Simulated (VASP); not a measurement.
# Ti (P6_3/mmc) in VASP: notebook, part 2 of 2

VASP 6.6.1. The steps go on from the part before.

### Step 5. Single point, PBE (strain -0.040 along x and y, -0.080 along z)

File INCAR:

```
SYSTEM = Ti
PREC     = Accurate       ! precision mode
ENCUT    = 520            ! plane-wave cutoff, eV
EDIFF    = 1E-7           ! SCF threshold, eV
ISMEAR   = 0              ! smearing method
SIGMA    = 0.15           ! smearing width, eV
LREAL    = .FALSE.        ! projectors in reciprocal space
LASPH    = .TRUE.         ! aspherical terms in the spheres
NELM     = 60             ! most SCF steps
ALGO     = Fast           ! electronic algorithm
ISIF     = 2              ! what is computed and relaxed
LWAVE    = .FALSE.        ! write WAVECAR
LCHARG   = .FALSE.        ! write CHGCAR
GGA      = PE             ! functional
NBANDS   = 19             ! bands
```

File KPOINTS:

```
regular mesh
0
G
  18 18 10
  0 0 0
```

File POSCAR:

```
Ti
1.0
    2.8319979460      0.0000000000      0.0000000000
   -1.4159989730      2.4525821647      0.0000000000
    0.0000000000      0.0000000000      4.3111200000
Ti
2
Direct
    0.3333333333      0.6666666667      0.2500000000
    0.6666666667      0.3333333333      0.7500000000
```

Potentials or basis: VASP PAW PBE potentials, release 64 (Ti_sv).

Started as:

```bash
$ cat potpaw_PBE.64/Ti_sv/POTCAR > POTCAR
$ mpirun -np 1 vasp_std > vasp.out
```

OUTCAR:

```text
SYSTEM = Ti
   PREC = Accurate
   ENCUT = 520
   EDIFF = 1E-7
   ISMEAR = 0
   LREAL = .FALSE.
   LASPH = .TRUE.
   NELM = 60
   ISIF = 2
   GGA = PE

 ion  position               nearest neighbor table
   1  0.333  0.667  0.250-   2 2.71   2 2.71   2 2.71   2 2.71   2 2.71   2 2.71
   2  0.667  0.333  0.750-   1 2.71   1 2.71   1 2.71   1 2.71   1 2.71   1 2.71

  LATTYP: Found a hexagonal cell.
 ALAT       =     2.8319979460
 C/A-ratio  =     1.5222892397

  Lattice vectors:

 A1 = (   2.8319979460,   0.0000000000,   0.0000000000)
 A2 = (  -1.4159989730,   2.4525821647,   0.0000000000)
 A3 = (   0.0000000000,   0.0000000000,   4.3111200000)

Analysis of symmetry for initial positions (statically):
=====================================================================
 Subroutine PRICEL returns:
 Original cell was already a primitive cell.

 Routine SETGRP: Setting up the symmetry group for a
 hexagonal supercell.

 Subroutine GETGRP returns: Found 24 space group operations
 (whereof 12 operations were pure point group operations)
 out of a pool of 24 trial point group operations.

The static configuration has the point symmetry D_3d.
[... 162 lines left out ...]

  energy without entropy =      -15.36306226  energy(sigma->0) =      -15.37319288

 E-fermi :  10.0192     XC(G=0): -12.2147

 val. band max:       10.0188540203   @ k =   0.1667   0.0000   0.0000
 cond. band min:      10.0204379682   @ k =   0.3333   0.2778   0.3000
 fundamental gap:      0.0015839479
 Fermi energy:        10.0191561100

 k-point     1 :       0.0000    0.0000    0.0000
  band No.  band energies     occupation
      1     -46.6529      2.00000
      2     -46.3717      2.00000
      3     -23.4766      2.00000
      4     -22.4758      2.00000
      5     -22.4758      2.00000
      6     -22.2868      2.00000
[... 505 lines left out ...]
      6     -22.7232      2.00000
[... 11 lines left out ...]
     18      14.3152      0.00000
     19      14.9904      0.00000

 [... further k-points ...]

------------------------ aborting loop because EDIFF is reached ----------------------------------------

  FORCE on cell =-STRESS in cart. coord.  units (eV):
  Direction    XX          YY          ZZ          XY          YZ          ZX
  --------------------------------------------------------------------------------------
  -------------------------------------------------------------------------------------
  Total        3.5804448      3.5804448      4.6889511      0.0000000      0.0000000      0.0000000
  in kB      191.5759333    191.5759333    250.8878766      0.0000000      0.0000000      0.0000000
  external PRESSURE =     211.3465811 kB  Pullay stress =       0.0000000 kB

 VOLUME and BASIS-vectors are now :
 -----------------------------------------------------------------------------
  energy-cutoff  :      520.00
  volume of cell :       29.94
      direct lattice vectors                 reciprocal lattice vectors
     2.831997946  0.000000000  0.000000000     0.353107601  0.203866768  0.000000000
    -1.415998973  2.452582165  0.000000000     0.000000000  0.407733537  0.000000000
     0.000000000  0.000000000  4.311120000     0.000000000  0.000000000  0.231958285

 POSITION                                       TOTAL-FORCE (eV/Angst)
 -----------------------------------------------------------------------------------
     -0.00000      1.63505      1.07778        -0.000000      0.000000      0.000000
      1.41600      0.81753      3.23334         0.000000      0.000000      0.000000
 -----------------------------------------------------------------------------------
    total drift:                               -0.000000      0.000000     -0.000000

  FREE ENERGIE OF THE ION-ELECTRON SYSTEM (eV)
  ---------------------------------------------------
  free  energy   TOTEN  =       -15.3833235090 eV

  energy  without entropy=      -15.3630622584  energy(sigma->0) =      -15.37319288
```

It took 4 min on 1 thread of Intel Xeon Platinum 8488C (Sapphire Rapids), shared host; peak memory 0.23 GiB.

What came out:

* Free energy: -15.3833 eV
* Pressure: 21.1 GPa
* Band gap on the k mesh: zero (bands 12 and 13 overlap by 1.17 eV)

Levels at points of the mesh, in eV from the Fermi level:
```tsv
k point	band 9	band 10	band 11	band 12	band 13	band 14	band 15	band 16
(0.00, 0.00, 0.00)	-6.54	-3.12	0.76	0.76	1.27	1.46	1.46	1.64
(0.50, 0.00, 0.00)	-2.70	-2.58	-2.21	-0.59	0.25	0.96	1.58	3.81
(0.00, 0.00, 0.50)	-4.38	-4.38	0.26	0.26	0.57	0.57	0.57	0.57
(0.50, 0.00, 0.50)	-2.97	-2.97	-0.93	-0.93	1.75	1.75	1.87	1.87
```

Caveat: the cell differs from its parent crystal (strain -0.040 along x and y, -0.080 along z); the stress differs along the axes, from 19 to 25 GPa.

### Step 6. Single point, PBE (strain -0.080 along x and y, +0.040 along z)

File INCAR:

```
PREC = Accurate
ENCUT = 520
EDIFF = 1E-6
ISMEAR = 0
SIGMA = 0.15
LREAL = F
LASPH = T
NELM = 60
ALGO = Normal
ISIF = 2
LWAVE = F
LCHARG = F
GGA = PE
NBANDS = 19
```

File KPOINTS:

```
regular mesh
0
Gamma
  18 18 10
```

File POSCAR:

```
Ti
1.0
    2.7139980316      0.0000000000      0.0000000000
   -1.3569990158      2.3503912412      0.0000000000
    0.0000000000      0.0000000000      4.8734400000
Ti
2
Direct
    0.3333333333      0.6666666667      0.2500000000
    0.6666666667      0.3333333333      0.7500000000
```

Potentials or basis: VASP PAW PBE potentials, release 64 (Ti_sv).

Started as:

```bash
$ cat potpaw_PBE.64/Ti_sv/POTCAR > POTCAR
$ mpirun -np 1 vasp_std > vasp.out
```

OUTCAR:

```text
PREC = Accurate
   ENCUT = 520
   EDIFF = 1E-6
   ISMEAR = 0
   LREAL = F
   LASPH = T
   NELM = 60
   ISIF = 2
   GGA = PE

 ion  position               nearest neighbor table
   1  0.333  0.667  0.250-   2 2.90   2 2.90   2 2.90   2 2.90   2 2.90   2 2.90
   2  0.667  0.333  0.750-   1 2.90   1 2.90   1 2.90   1 2.90   1 2.90   1 2.90

  LATTYP: Found a hexagonal cell.
 ALAT       =     2.7139980316
 C/A-ratio  =     1.7956682147

  Lattice vectors:

 A1 = (   2.7139980316,   0.0000000000,   0.0000000000)
 A2 = (  -1.3569990158,   2.3503912412,   0.0000000000)
 A3 = (   0.0000000000,   0.0000000000,   4.8734400000)

Analysis of symmetry for initial positions (statically):
=====================================================================
 Subroutine PRICEL returns:
 Original cell was already a primitive cell.

 Routine SETGRP: Setting up the symmetry group for a
 hexagonal supercell.

 Subroutine GETGRP returns: Found 24 space group operations
 (whereof 12 operations were pure point group operations)
 out of a pool of 24 trial point group operations.

The static configuration has the point symmetry D_3d.
 The point group associated with its full space group is D_6h.

Analysis of symmetry for dynamics (positions and initial velocities):
=====================================================================
 Subroutine PRICEL returns:
 Original cell was already a primitive cell.

 Routine SETGRP: Setting up the symmetry group for a
 hexagonal supercell.

 Subroutine GETGRP returns: Found 24 space group operations
 (whereof 12 operations were pure point group operations)
 out of a pool of 24 trial point group operations.

The dynamic configuration has the point symmetry D_3d.
[... 112 lines left out ...]
   NUPDOWN=      -1.0000    fix difference up-down
   EMIN   =  10.00;   EMAX   =-10.00  energy-range for DOS
   EFERMI =   0.00;   METHOD = LEGACY
   ISMEAR =     0;   SIGMA  =   0.15  broadening in eV -4-tet -1-fermi 0-gaus
   EFERMI_NEDOS =   21; number of points for ismear=-14 and -15
   IALGO  =     38    algorithm
   IMIX   =      4    mixing-type and parameters
     AMIX     =   0.40;   BMIX     =  1.00
     AMIX_MAG =   1.60;   BMIX_MAG =  1.00
  volume/ion in A,a.u.               =      15.54       104.89
  Fermi-wavevector in a.u.,A,eV,Ry     =   1.501816  2.838021 30.687289  2.255452
  Thomas-Fermi vector in A             =   2.613138
   LORBIT       =      0    0 simple, 1 ext, 2 COOP (PROOUT), +10 PAW based schemes
   GGA     = PE    functional components
   LHFCALC =     F    Hartree Fock is set to
   AEXX    =    0.0000 exact exchange contribution
   IVDW    =     0    specifies the selected vdW correction
   LEPSILON=     F    determine dielectric tensor
   LRPA    =     F    only Hartree local field effects (RPA)
 non-spin polarized calculation
 Gauss-broadening in eV      SIGMA  =   0.15
  energy-cutoff  :      520.00
  volume of cell :       31.09
 maximum number of plane-waves:       852
   NGX = 11   NGY = 11   NGZ = 19

 number of electron      24.0000010 magnetization

 Free energy of the ion-electron system (eV)
  ---------------------------------------------------
  ext. energy  EPLUGINS =         0.00000000
  ---------------------------------------------------
  free energy    TOTEN  =       -15.41097870 eV

  energy without entropy =      -15.38668093  energy(sigma->0) =      -15.39882982

 E-fermi :   9.5044     XC(G=0): -12.0196

 val. band max:        9.4906700721   @ k =   0.4444   0.0000   0.0000
 cond. band min:       9.5144878951   @ k =   0.1667   0.1667   0.4000
 fundamental gap:      0.0238178230
 Fermi energy:         9.5044416950

 k-point     1 :       0.0000    0.0000    0.0000
  band No.  band energies     occupation
      1     -47.0738      2.00000
      2     -46.9433      2.00000
      3     -23.6632      2.00000
      4     -22.8988      2.00000
      5     -22.7642      2.00000
      6     -22.7642      2.00000
[... 505 lines left out ...]
      6     -23.0711      2.00000
[... 11 lines left out ...]
     18      13.6494      0.00000
     19      14.8560      0.00000

 [... further k-points ...]

------------------------ aborting loop because EDIFF is reached ----------------------------------------

  FORCE on cell =-STRESS in cart. coord.  units (eV):
  Direction    XX          YY          ZZ          XY          YZ          ZX
  --------------------------------------------------------------------------------------
  -------------------------------------------------------------------------------------
  Total        3.6366955      3.6366955      1.0826251      0.0000000      0.0000000     -0.0000000
  in kB      187.4270227    187.4270227     55.7960382      0.0000000      0.0000000     -0.0000000
  external PRESSURE =     143.5500278 kB  Pullay stress =       0.0000000 kB

 VOLUME and BASIS-vectors are now :
 -----------------------------------------------------------------------------
  energy-cutoff  :      520.00
  volume of cell :       31.09
      direct lattice vectors                 reciprocal lattice vectors
     2.713998032  0.000000000  0.000000000     0.368460105  0.212730541  0.000000000
    -1.356999016  2.350391241  0.000000000     0.000000000  0.425461082  0.000000000
     0.000000000  0.000000000  4.873440000     0.000000000  0.000000000  0.205193867

 POSITION                                       TOTAL-FORCE (eV/Angst)
 -----------------------------------------------------------------------------------
     -0.00000      1.56693      1.21836        -0.000000     -0.000000      0.000000
      1.35700      0.78346      3.65508         0.000000      0.000000      0.000000
 -----------------------------------------------------------------------------------
    total drift:                               -0.000000      0.000000     -0.000000

  FREE ENERGIE OF THE ION-ELECTRON SYSTEM (eV)
  ---------------------------------------------------
  free  energy   TOTEN  =       -15.4109787022 eV

  energy  without entropy=      -15.3866809339  energy(sigma->0) =      -15.39882982
```

OSZICAR:

```text
N       E                     dE             d eps       ncg     rms          rms(c)
DAV:   1     0.265046363680E+03    0.26505E+03   -0.12962E+04  8460   0.161E+03
DAV:   2     0.133513748707E+02   -0.25169E+03   -0.24748E+03  8716   0.444E+02
DAV:   3    -0.157708272960E+02   -0.29122E+02   -0.28695E+02 15472   0.125E+02
DAV:   4    -0.169203465187E+02   -0.11495E+01   -0.11482E+01  9799   0.258E+01
DAV:   5    -0.169688660049E+02   -0.48519E-01   -0.48516E-01 12221   0.393E+00    0.133E+01
DAV:   6    -0.153873352568E+02    0.15815E+01   -0.53729E+00  9906   0.245E+01    0.382E+00
DAV:   7    -0.153802775536E+02    0.70577E-02   -0.68710E-01 12748   0.663E+00    0.212E+00
DAV:   8    -0.154175920044E+02   -0.37314E-01   -0.21673E-01  8962   0.517E+00    0.755E-01
DAV:   9    -0.154104669172E+02    0.71251E-02   -0.41541E-02  9918   0.220E+00    0.112E-01
DAV:  10    -0.154109891208E+02   -0.52220E-03   -0.33089E-03 11374   0.383E-01    0.664E-02
DAV:  11    -0.154109880220E+02    0.10988E-05   -0.17246E-04 11034   0.100E-01    0.252E-02
DAV:  12    -0.154109791111E+02    0.89109E-05   -0.14624E-05  9766   0.342E-02    0.252E-03
DAV:  13    -0.154109775132E+02    0.15979E-05   -0.58839E-07  5106   0.103E-02    0.127E-03
DAV:  14    -0.154109788104E+02   -0.12972E-05   -0.24899E-07  4533   0.500E-03    0.904E-04
DAV:  15    -0.154109787022E+02    0.10820E-06   -0.10305E-07  4467   0.327E-03
   1 F= -.15410979E+02 E0= -.15398830E+02  d E =-.242978E-01
```

stdout:

```text
POSCAR found type information on POSCAR Ti
 POSCAR found :  1 types and       2 ions
 scaLAPACK will be used
 LDA part: xc-table for (Slater+PW92), standard interpolation
 POSCAR, INCAR and KPOINTS ok, starting setup
 FFT: planning ... GRIDC
 FFT: planning ... GRID_SOFT
 FFT: planning ... GRID
 WAVECAR not read
 entering main loop
```

Run time: 66 s. Hardware: 1 thread of Intel Xeon Platinum 8488C (Sapphire Rapids), shared host; peak memory 0.22 GiB.

Results:

```
Free energy            : -15.4110 eV
Pressure               : 14.4 GPa
Band gap on the k mesh : zero (bands 12 and 13 overlap by 0.47 eV)
```

Stress tensor (GPa, compression positive):
```
18.74  0.00  0.00
 0.00 18.74  0.00
 0.00  0.00  5.58
```

Caveat: the cell differs from its parent crystal (strain -0.080 along x and y, +0.040 along z); the stress differs along the axes, from 6 to 19 GPa.

### Step 7. Summary

| cell | gap on the mesh (eV) | pressure (GPa) |
| --- | --- | --- |
| a = 3.186, b = 3.186, c = 5.061 Å, angles 90.0, 90.0, 120.0°, 2 atoms | none | -17.3 |
| a = 2.714, b = 2.714, c = 4.499 Å, angles 90.0, 90.0, 120.0°, 2 atoms | none | 29.0 |
| a = 2.714, b = 2.714, c = 4.686 Å, angles 90.0, 90.0, 120.0°, 2 atoms | none | 21.1 |
| a = 2.832, b = 2.832, c = 4.311 Å, angles 90.0, 90.0, 120.0°, 2 atoms | none | 21.1 |
| a = 2.714, b = 2.714, c = 4.873 Å, angles 90.0, 90.0, 120.0°, 2 atoms | none | 14.4 |

Alike in all rows: task single point; level PBE; potentials or basis VASP PAW PBE potentials, release 64 (Ti_sv); no spin polarisation; k mesh 18 × 18 × 10; cutoff (eV) 520; smearing gaussian 0.15 eV.

Caveats: the cell stands under tension (at least some runs); the stress differs along the axes, from 25 to 31 GPa (at least some runs); the stress differs along the axes, from 14 to 24 GPa (at least some runs); the stress differs along the axes, from 19 to 25 GPa (at least some runs); the stress differs along the axes, from 6 to 19 GPa (at least some runs).

Total energies depend on the potentials used, so only differences within one code and one set of settings carry meaning.

The gap in the log of VASP goes by the Fermi energy; the results here count the filled bands.